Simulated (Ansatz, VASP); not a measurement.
**Two plane-wave programs on Pb**

```
Pb
1.0
     0.00000    2.46980    2.46980
     2.54389    0.00000    2.46980
     2.54389    2.46980    0.00000
Pb
1
Cartesian
  0.0000 0.0000 0.0000
```

Change from the starting cell: strain +0.0300 x Voigt [1, 0, 0, 0, 0, 0], atoms carried along.

Alike in both runs: task single point; functional LDA; k mesh 16 × 16 × 16; occupations gaussian, width 0.15 eV; no spin polarisation.

```csv
,VASP,Ansatz
version,VASP 6.6.1,Ansatz 0.2.0
potentials or method,"VASP PAW LDA potentials, release 64 (Pb_d), cutoff 520 eV","scalar-relativistic, plane waves, PAW"
valence electrons in the cell,14,14
```

|  | VASP | Ansatz | Ansatz less VASP |
| --- | --- | --- | --- |
| gap on the k mesh at the Fermi level (eV) | none | none | - |
| pressure (GPa) | -3.0 | -3.0 | -0.07 |
| traceless stress, the component that is largest in VASP (GPa) | -0.27 | -0.26 | +0.008 |

LDA's correlation is that of Perdew and Zunger in VASP and of Perdew and Wang (1992) in Ansatz. A gap of «none» marks a metal or a gap that the smearing closes.

Neither program's run includes spin-orbit coupling.
